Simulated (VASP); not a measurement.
Write the native input for VASP 6.6.1 that does the following.

| Property | Result |
| --- | --- |
| Task | single point |
| Functional | PBE |
| Potentials or basis | VASP PAW PBE potentials, release 64 (Hf_pv, C) |
| Cutoff | 520 eV |
| k mesh | 12 × 12 × 8 |
| Occupations | gaussian, width 0.05 eV |
| Spin | no spin polarisation |
| Dipole correction | no |
| Further INCAR settings | ALGO = Normal; EDIFF = 1e-06; NBANDS = 22 |

The structure of HfC lies in POSCAR:

```
HfC
1.0
    3.3089253054      0.0000000000      0.0000000000
   -1.6544626527      2.8656133737      0.0000000000
    0.0000000000      0.0000000000      5.1881963346
Hf C
2 2
Direct
    0.3333333333      0.6666666667      0.2500000000
    0.6666666667      0.3333333333      0.7500000000
    0.0000000000      0.0000000000      0.0000000000
    0.0000000000      0.0000000000      0.5000000000
```

The input as run:

INCAR

```
SYSTEM = HfC
PREC = Accurate ; ENCUT = 520
EDIFF = 1E-6 ; ISMEAR = 0
SIGMA = 0.05 ; LREAL = .False.
LASPH = .True. ; NELM = 100
ALGO = Normal ; ISIF = 2
LWAVE = .False. ; LCHARG = .False.
GGA = PE ; NBANDS = 22
```

KPOINTS

```
regular mesh
0
Gamma
  12 12 8
  0 0 0
```

Potentials or basis: VASP PAW PBE potentials, release 64 (Hf_pv, C).

Run with:

```bash
$ cat potpaw_PBE.64/Hf_pv/POTCAR potpaw_PBE.64/C/POTCAR > POTCAR
$ mpirun -np 1 vasp_std > vasp.out
```

Results of the run:

The pressure is 4.2 GPa and the band gap on the k mesh is zero (bands 14 and 15 overlap by 1.41 eV).

Caveat: the cell stands under pressure; spin-orbit coupling is left out, which moves the levels of the heavy elements.

Run time: 100 s on 1 thread of Intel(R) Xeon(R) Platinum 8375C CPU @ 2.90GHz (Ice Lake) (shared host), peak memory 0.24 GiB.
